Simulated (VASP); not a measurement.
# Cu6N in VASP: single point with PBE+D3(BJ)

Aim: the single point of Cu6N with PBE+D3(BJ).

All numbers are computed with VASP 6.6.1; they aren't measurements. Logs are shortened: lines on timing, memory, paths and dates and some standing lists are left out, and cuts for length are marked.

## Step 1: The cell of the first run

The cell holds a slab with vacuum, 14 atoms: a = 5.039 Å, b = 5.039 Å, c = 22.822 Å, α = 90.00°, β = 90.00°, γ = 120.00°.

## Step 2: Single point, PBE+D3(BJ)

File INCAR:

```
PREC = Accurate ; ENCUT = 520
EDIFF = 1E-6 ; ISMEAR = 0
SIGMA = 0.1 ; LREAL = F
LASPH = T ; NELM = 60
ALGO = Normal ; ISIF = 2
LWAVE = F ; LCHARG = F
LDIPOL = T ; IDIPOL = 3
DIPOL = 0.5 0.5 0.301 ; GGA = PE
IVDW = 12 ; NBANDS = 84
```

File KPOINTS:

```
regular mesh
0
Gamma
  6 6 1
```

File POSCAR:

```
Cu6N
1.0
    5.0393684011      0.0000000000      0.0000000000
   -2.5196842005      4.3642210544      0.0000000000
    0.0000000000      0.0000000000     22.8221943999
Cu N
12 2
Direct
    0.3333333333      0.1666666667      0.1752679839
    0.3333333333      0.6666666667      0.1752679839
    0.8333333333      0.1666666667      0.1752679839
    0.8333333333      0.6666666667      0.1752679839
    0.1666666667      0.3333333333      0.2655783499
    0.1666666667      0.8333333333      0.2655783499
    0.6666666667      0.3333333333      0.2655783499
    0.6666666667      0.8333333333      0.2655783499
    0.0000000000      0.0000000000      0.3558901593
    0.0000000000      0.5000000000      0.3558901593
    0.5000000000      0.0000000000      0.3558901593
    0.5000000000      0.5000000000      0.3558901593
    0.0000000000      0.0000000000      0.4873411472
    0.0000000000      0.0000000000      0.5355398427
```

Potentials or basis: VASP PAW PBE potentials, release 64 (Cu, N).

Launch:

```
cat potpaw_PBE.64/Cu/POTCAR potpaw_PBE.64/N/POTCAR > POTCAR
mpirun -np 1 vasp_std > vasp.out
```

OUTCAR:

```text
PREC = Accurate
   ENCUT = 520
   EDIFF = 1E-6
   ISMEAR = 0
   LREAL = F
   LASPH = T
   NELM = 60
   ISIF = 2
   GGA = PE
   IVDW = 12
 IVDW          = 12

 ion  position               nearest neighbor table
   1  0.333  0.167  0.175-   2 2.52   2 2.52   3 2.52   3 2.52   4 2.52   4 2.52   5 2.52   6 2.52
                             7 2.52
   2  0.333  0.667  0.175-   1 2.52   1 2.52   4 2.52   4 2.52   3 2.52   3 2.52   6 2.52   5 2.52
                             8 2.52
   3  0.833  0.167  0.175-   4 2.52   4 2.52   1 2.52   1 2.52   2 2.52   2 2.52   7 2.52   8 2.52
                             5 2.52
   4  0.833  0.667  0.175-   3 2.52   3 2.52   2 2.52   2 2.52   1 2.52   1 2.52   8 2.52   7 2.52
                             6 2.52
   5  0.167  0.333  0.266-   6 2.52   6 2.52   7 2.52   7 2.52   8 2.52   8 2.52   1 2.52   2 2.52
                             3 2.52   9 2.52  12 2.52  10 2.52
   6  0.167  0.833  0.266-   5 2.52   5 2.52   8 2.52   8 2.52   7 2.52   7 2.52   2 2.52   1 2.52
                             4 2.52  10 2.52  11 2.52   9 2.52
   7  0.667  0.333  0.266-   8 2.52   8 2.52   5 2.52   5 2.52   6 2.52   6 2.52   3 2.52   4 2.52
                             1 2.52  11 2.52  10 2.52  12 2.52
   8  0.667  0.833  0.266-   7 2.52   7 2.52   6 2.52   6 2.52   5 2.52   5 2.52   4 2.52   3 2.52
                             2 2.52  12 2.52   9 2.52  11 2.52
   9  0.000  0.000  0.356-  10 2.52  10 2.52  11 2.52  11 2.52  12 2.52  12 2.52   5 2.52   8 2.52
                             6 2.52
  10  0.000  0.500  0.356-   9 2.52   9 2.52  12 2.52  12 2.52  11 2.52  11 2.52   6 2.52   7 2.52
                             5 2.52
  11  0.500  0.000  0.356-  12 2.52  12 2.52   9 2.52   9 2.52  10 2.52  10 2.52   7 2.52   6 2.52
                             8 2.52
  12  0.500  0.500  0.356-  11 2.52  11 2.52  10 2.52  10 2.52   9 2.52   9 2.52   8 2.52   5 2.52
                             7 2.52
  13  0.000  0.000  0.487-  14 1.10
  14  0.000  0.000  0.536-  13 1.10

  LATTYP: Found a hexagonal cell.
 ALAT       =     5.0393684011
 C/A-ratio  =     4.5287807089

  Lattice vectors:

 A1 = (   5.0393684011,   0.0000000000,   0.0000000000)
 A2 = (  -2.5196842005,   4.3642210544,   0.0000000000)
 A3 = (   0.0000000000,   0.0000000000,  22.8221943999)

Analysis of symmetry for initial positions (statically):
=====================================================================
 Subroutine PRICEL returns:
 Original cell was already a primitive cell.

 Routine SETGRP: Setting up the symmetry group for a
 hexagonal supercell.

 Subroutine GETGRP returns: Found  6 space group operations
 (whereof  6 operations were pure point group operations)
 out of a pool of 24 trial point group operations.

The static configuration has the point symmetry C_3v.

Analysis of symmetry for dynamics (positions and initial velocities):
=====================================================================
 Subroutine PRICEL returns:
 Original cell was already a primitive cell.

 Routine SETGRP: Setting up the symmetry group for a
 hexagonal supercell.

 Subroutine GETGRP returns: Found  6 space group operations
 (whereof  6 operations were pure point group operations)
 out of a pool of 24 trial point group operations.

The dynamic configuration has the point symmetry C_3v.

 Subroutine INISYM returns: Found  6 space group operations
 (whereof  6 operations are pure point group operations),
 and found     1 'primitive' translations

----------------------------------------------------------------------------------------

                                     Primitive cell

  volume of cell :     501.9266

  direct lattice vectors                    reciprocal lattice vectors
     5.039368401  0.000000000  0.000000000     0.198437566  0.114567982  0.000000000
    -2.519684200  4.364221054  0.000000000     0.000000000  0.229135964  0.000000000
     0.000000000  0.000000000 22.822194400     0.000000000  0.000000000  0.043816996

  length of vectors
     5.039368401  5.039368401 22.822194400     0.229135964  0.229135964  0.043816996

  position of ions in fractional coordinates (direct lattice)
     0.333333333  0.166666667  0.175267984
     0.333333333  0.666666667  0.175267984
     0.833333333  0.166666667  0.175267984
     0.833333333  0.666666667  0.175267984
     0.166666667  0.333333333  0.265578350
     0.166666667  0.833333333  0.265578350
     0.666666667  0.333333333  0.265578350
     0.666666667  0.833333333  0.265578350
     0.000000000  0.000000000  0.355890159
     0.000000000  0.500000000  0.355890159
     0.500000000  0.000000000  0.355890159
     0.500000000  0.500000000  0.355890159
     0.000000000  0.000000000  0.487341147
     0.000000000  0.000000000  0.535539843

  ion indices of the primitive-cell ions
   primitive index   ion index
                 1           1
                 2           2
                 3           3
                 4           4
                 5           5
                 6           6
                 7           7
                 8           8
                 9           9
                10          10
                11          11
                12          12
                13          13
                14          14

----------------------------------------------------------------------------------------

 KPOINTS: regular mesh

Automatic generation of k-mesh.
 Grid dimensions read from file:
 generate k-points for:    6    6    1

 Generating k-lattice:

  Cartesian coordinates                     Fractional coordinates (reciprocal lattice)
     0.033072928  0.019094664  0.000000000     0.166666667  0.000000000  0.000000000
     0.000000000  0.038189327  0.000000000     0.000000000  0.166666667  0.000000000
     0.000000000  0.000000000  0.043816996     0.000000000  0.000000000  1.000000000

  Length of vectors
     0.038189327  0.038189327  0.043816996

  Shift w.r.t. Gamma in fractional coordinates (k-lattice)
     0.000000000  0.000000000  0.000000000

 Subroutine IBZKPT returns following result:
 ===========================================

 Found      7 irreducible k-points:

 Following reciprocal coordinates:
            Coordinates               Weight
  0.000000  0.000000  0.000000      1.000000
  0.166667  0.000000  0.000000      6.000000
  0.333333 -0.000000  0.000000      6.000000
  0.500000  0.000000  0.000000      3.000000
  0.166667  0.166667  0.000000      6.000000
  0.333333  0.166667  0.000000     12.000000
  0.333333  0.333333  0.000000      2.000000
   k-points           NKPTS =      7   k-points in BZ     NKDIM =      7   number of bands    NBANDS=     84
   number of dos      NEDOS =    301   number of ions     NIONS =     14
   total plane-waves  NPLWV = 288000
   dimension x,y,z NGX =    40 NGY =   40 NGZ =  180
   dimension x,y,z NGXF=    80 NGYF=   80 NGZF=  360
   ions per type =              12   2
   NGX,Y,Z   is equivalent  to a cutoff of  13.20, 13.20, 13.11 a.u.
   NGXF,Y,Z  is equivalent  to a cutoff of  26.39, 26.39, 26.22 a.u.
 SYSTEM =  unknown system
   PREC   = accura    normal or accurate (medium, high low for compatibility)
   ISTART =      0    job   : 0-new  1-cont  2-samecut
   ICHARG =      2    charge: 1-file 2-atom 10-const
   ISPIN  =      1    spin polarized calculation?
   LNONCOLLINEAR =      F non collinear calculations
   LSORBIT =      F    spin-orbit coupling
   LASPH  =      T    aspherical Exc in radial PAW
   ENCUT  =  520.0 eV  38.22 Ry    6.18 a.u.   9.37  9.37 42.43*2*pi/ulx,y,z
   NELM   =     60;   NELMIN=  2; NELMDL= -5     # of ELM steps
   EDIFF  = 0.1E-05   stopping-criterion for ELM
   LREAL  =      F    real-space projection
   EDIFFG = 0.1E-04   stopping-criterion for IOM
   NSW    =      0    number of steps for IOM
   IBRION =     -1    ionic relax: 0-MD 1-quasi-New 2-CG
   NFREE  =      0    steps in history (QN), initial steepest desc. (CG)
   ISIF   =      2    stress and relaxation
   ISYM   =      2    0-nonsym 1-usesym 2-fastsym
   POTIM  = 0.5000    time-step for ionic-motion
   TEBEG  =    0.0;   TEEND  =   0.0 temperature during run
   PSTRESS=    0.0 pullay stress
   NELECT =     142.0000    total number of electrons
   NUPDOWN=      -1.0000    fix difference up-down
   EMIN   =  10.00;   EMAX   =-10.00  energy-range for DOS
   EFERMI =   0.00;   METHOD = LEGACY
   ISMEAR =     0;   SIGMA  =   0.10  broadening in eV -4-tet -1-fermi 0-gaus
   EFERMI_NEDOS =   21; number of points for ismear=-14 and -15
   IALGO  =     38    algorithm
   IMIX   =      4    mixing-type and parameters
     AMIX     =   0.40;   BMIX     =  1.00
     AMIX_MAG =   1.60;   BMIX_MAG =  1.00
  volume/ion in A,a.u.               =      35.85       241.94
  Fermi-wavevector in a.u.,A,eV,Ry     =   1.074709  2.030905 15.714720  1.154999
  Thomas-Fermi vector in A             =   2.210545
   LORBIT       =      0    0 simple, 1 ext, 2 COOP (PROOUT), +10 PAW based schemes
   GGA     = PE    functional components
   LHFCALC =     F    Hartree Fock is set to
   AEXX    =    0.0000 exact exchange contribution
   IVDW    =    12    specifies the selected vdW correction
   LEPSILON=     F    determine dielectric tensor
   LRPA    =     F    only Hartree local field effects (RPA)
 non-spin polarized calculation
 Gauss-broadening in eV      SIGMA  =   0.10
  energy-cutoff  :      520.00
  volume of cell :      501.93
 maximum number of plane-waves:     13597
 NGX is ok and might be reduce to    40
   NGX = 19   NGY = 19   NGZ = 85

 dipolmoment           0.000000      0.000000      0.020494 electrons x Angstroem

 number of electron     141.9999968 magnetization

 dipolmoment           0.000000      0.000000     -0.029766 electrons x Angstroem

 Free energy of the ion-electron system (eV)
  ---------------------------------------------------
  ext. energy  EPLUGINS =         0.00000000
  ---------------------------------------------------
  free energy    TOTEN  =       -57.51442523 eV

  energy without entropy =      -57.43889864  energy(sigma->0) =      -57.47666193

 E-fermi :  -0.8075     XC(G=0):  -4.9473

 val. band max:       -0.8343422067   @ k =   0.1667   0.0000   0.0000
 cond. band min:      -0.7979853030   @ k =   0.1667   0.0000   0.0000
 fundamental gap:      0.0363569037
 Fermi energy:        -0.8075406359

 k-point     1 :       0.0000    0.0000    0.0000
  band No.  band energies     occupation
      1     -24.9019      2.00000
      2     -10.0536      2.00000
      3      -9.6780      2.00000
      4      -8.1300      2.00000
      5      -8.1300      2.00000
      6      -7.6638      2.00000
[... 75 lines left out ...]
     82       3.6521      0.00000
     83       3.8715      0.00000

 k-point     2 :       0.1667    0.0000    0.0000
  band No.  band energies     occupation
      1     -24.9016      2.00000
      2     -10.0435      2.00000
      3      -9.4568      2.00000
      4      -8.1454      2.00000
      5      -8.1334      2.00000
      6      -7.4588      2.00000
[... 75 lines left out ...]
     82       3.8671      0.00000
     83       4.1209      0.00000
[... 342 lines left out ...]
     82       4.3017      0.00000
     83       4.6185      0.00000

 k-point     7 :       0.3333    0.3333    0.0000
  band No.  band energies     occupation
      1     -24.9005      2.00000
      2     -10.0229      2.00000
      3      -8.1710      2.00000
      4      -8.1710      2.00000
      5      -7.2373      2.00000
      6      -7.2237      2.00000
[... 75 lines left out ...]
     82       3.5143      0.00000
     83       4.1336      0.00000
 [bands above 83 left out]

------------------------ aborting loop because EDIFF is reached ----------------------------------------

 vacuum level on the upper side and lower side of the slab       (xc-potential included)        -0.293        -0.062

 Edisp (eV)   -4.92758

 E8    (eV) :    -2.1897

  FORCE on cell =-STRESS in cart. coord.  units (eV):
  Direction    XX          YY          ZZ          XY          YZ          ZX
  --------------------------------------------------------------------------------------
  -------------------------------------------------------------------------------------
  Total      -3.04961    -3.04961     2.91064    -0.00000     0.00000    -0.00000
  in kB      -9.73453    -9.73453     9.29092    -0.00000     0.00000    -0.00000
  external pressure =       -3.39 kB  Pullay stress =        0.00 kB

 VOLUME and BASIS-vectors are now :
 -----------------------------------------------------------------------------
  energy-cutoff  :      520.00
  volume of cell :      501.93
      direct lattice vectors                 reciprocal lattice vectors
     5.039368401  0.000000000  0.000000000     0.198437566  0.114567982  0.000000000
    -2.519684200  4.364221054  0.000000000     0.000000000  0.229135964  0.000000000
     0.000000000  0.000000000 22.822194400     0.000000000  0.000000000  0.043816996

 POSITION                                       TOTAL-FORCE (eV/Angst)
 -----------------------------------------------------------------------------------
      1.25984      0.72737      4.00000         0.003080      0.001778     -0.042467
     -0.00000      2.90948      4.00000         0.000000      0.000000     -0.024301
      3.77953      0.72737      4.00000        -0.003080      0.001778     -0.042467
      2.51968      2.90948      4.00000        -0.000000     -0.003557     -0.042467
      0.00000      1.45474      6.06108        -0.000000     -0.013885      0.002294
     -1.25984      3.63685      6.06108        -0.012025      0.006942      0.002294
      2.51968      1.45474      6.06108         0.000000      0.000000      0.002117
      1.25984      3.63685      6.06108         0.012025      0.006942      0.002294
      0.00000      0.00000      8.12219         0.000000      0.000000      0.063042
     -1.25984      2.18211      8.12219        -0.002561     -0.001479      0.015188
      2.51968      0.00000      8.12219         0.000000      0.002958      0.015188
      1.25984      2.18211      8.12219         0.002561     -0.001479      0.015188
      0.00000      0.00000     11.12219         0.000000      0.000000     -2.164306
      0.00000      0.00000     12.22219         0.000000      0.000000      2.198402
 -----------------------------------------------------------------------------------
    total drift:                               -0.000001     -0.000001      0.006103

  FREE ENERGIE OF THE ION-ELECTRON SYSTEM (eV)
  ---------------------------------------------------
  free  energy   TOTEN  =       -62.4420062903 eV

  energy  without entropy=      -62.3664797011  energy(sigma->0) =      -62.40424300

 vacuum level on the upper side and lower side of the slab         3.588         3.825
```

It took 7.7 min on 1 thread of AMD EPYC 9R45 (Zen 5), shared host; peak memory 0.7 GiB.

Results:

```
Free energy                : -62.4420 eV
Largest force              : 2.198 eV/Å
Band gap on the k mesh     : zero (bands 71 and 72 overlap by 0.40 eV)
Dispersion energy per atom : -0.352 eV
```

Forces in eV/Å, atoms in the order of the input:
```
Cu   0.003  0.002 -0.042
Cu   0.000  0.000 -0.024
Cu  -0.003  0.002 -0.042
Cu   0.000 -0.004 -0.042
Cu   0.000 -0.014  0.002
Cu  -0.012  0.007  0.002
Cu   0.000  0.000  0.002
Cu   0.012  0.007  0.002
Cu   0.000  0.000  0.063
Cu  -0.003 -0.001  0.015
Cu   0.000  0.003  0.015
Cu   0.003 -0.001  0.015
N    0.000  0.000 -2.164
N    0.000  0.000  2.198
```

Levels at points of the mesh, in eV from the Fermi level:
| k point | band 68 | band 69 | band 70 | band 71 | band 72 | band 73 |
| --- | --- | --- | --- | --- | --- | --- |
| (0.00, 0.00, 0.00) | -1.33 | -0.05 | 0.02 | 0.02 | 0.03 | 1.19 |
| (0.50, 0.00, 0.00) | -1.54 | -1.53 | 0.04 | 0.04 | 0.26 | 0.38 |

Caveat: the standard files for N, O and F lose accuracy on very short bonds.
